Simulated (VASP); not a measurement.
Set up this calculation in VASP 6.6.1, as the native input.

- Task: single point
- Functional: PBE
- Potentials or basis: VASP PAW PBE potentials, release 64 (Ba_sv, Ti_sv, O)
- Cutoff: 520 eV
- k mesh: 8 × 8 × 8
- Occupations: gaussian, width 0.05 eV
- Spin: no spin polarisation
- Dipole correction: no
- Further INCAR settings: ALGO = Normal; EDIFF = 1e-06; NBANDS = 28

The structure of BaTiO3 lies in POSCAR:

```
BaTiO3
1.0
    4.0192501416      0.0000000000      0.0000000000
    0.0000000000      4.0192501416      0.0000000000
    0.0000000000      0.0000000000      4.0192501416
Ba Ti O
1 1 3
Direct
    0.5000000000      0.5000000000      0.5000000000
    0.0000000000      0.0000000000      0.0000000000
    0.5000000000     -0.0246302036     -0.0246302036
    0.0000000000      0.5000000000      0.0000000000
    0.0000000000      0.0000000000      0.5000000000
```

This cell differs from its parent crystal: atom 3 (O) moved +0.140 Å towards its neighbour atom 1 (Ba) at 2.842 Å.

The input as run:

INCAR

```
SYSTEM = BaTiO3
PREC = Accurate ; ENCUT = 520
EDIFF = 1E-6 ; ISMEAR = 0
SIGMA = 0.05 ; LREAL = .FALSE.
LASPH = .TRUE. ; NELM = 100
ALGO = Normal ; ISIF = 2
LWAVE = .FALSE. ; LCHARG = .FALSE.
GGA = PE ; NBANDS = 28
```

KPOINTS

```
Automatic mesh
0
G
  8 8 8
  0 0 0
```

Potentials or basis: VASP PAW PBE potentials, release 64 (Ba_sv, Ti_sv, O).

The run is started by

```sh
$ cat potpaw_PBE.64/Ba_sv/POTCAR potpaw_PBE.64/Ti_sv/POTCAR potpaw_PBE.64/O/POTCAR > POTCAR
$ mpirun -np 1 vasp_std > vasp.out
```

It gave:

The pressure is 1.8 GPa and the largest force is 0.789 eV/Å. The band gap on the k mesh is 1.70 eV (least direct gap 1.88 eV).

Caveat: the cell differs from its parent crystal (atom 3 (O) moved +0.140 Å towards its neighbour atom 1 (Ba) at 2.842 Å); spin-orbit coupling is left out, which moves the levels of the heavy elements.

Run time: 100 s on 1 thread of Intel(R) Xeon(R) Platinum 8488C (Sapphire Rapids), on a shared host, peak memory 0.31 GiB.
